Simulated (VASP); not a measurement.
CsRe, 2 atoms in the cell. It takes space group F-43m (No. 216, cubic). Conventional cell: a = 6.254 Å, b = 6.254 Å, c = 6.254 Å, α = 90.00°, β = 90.00°, γ = 90.00°. Cs (site symmetry -43m) has 4 Re at 2.71 Å within 3.6 Å. Within 3.6 Å of Re (site symmetry -43m) lie 4 Cs at 2.71 Å. The cell was generated, and may not be a known phase.

| Property | Result |
| --- | --- |
| Program | VASP 6.6.1 |
| Task | single point |
| Functional | PBE |
| Potentials or basis | VASP PAW PBE potentials, release 64 (Cs_sv, Re_sv_GW) |
| Cutoff | 560 eV |
| k mesh | 14 × 14 × 14 |
| Occupations | gaussian, width 0.1 eV |
| Spin | no spin polarisation |
| Dipole correction | no |
| Further INCAR settings | ALGO = Normal; EDIFF = 1e-06; NBANDS = 19 |

Potentials or basis: VASP PAW PBE potentials, release 64 (Cs_sv, Re_sv_GW).

Run with:

```console
$ cat potpaw_PBE.64/Cs_sv/POTCAR potpaw_PBE.64/Re_sv_GW/POTCAR > POTCAR
$ mpirun -np 1 vasp_std > vasp.out
```

Hardware: 1 thread of AMD EPYC 7R13 Processor (Zen 3) (shared host).

Q: How long does it take, and how much memory?

A: Run time: 120 s on 1 thread of AMD EPYC 7R13 Processor (Zen 3) (shared host), peak memory 0.28 GiB. Counts: scf iterations 14, k points 104.
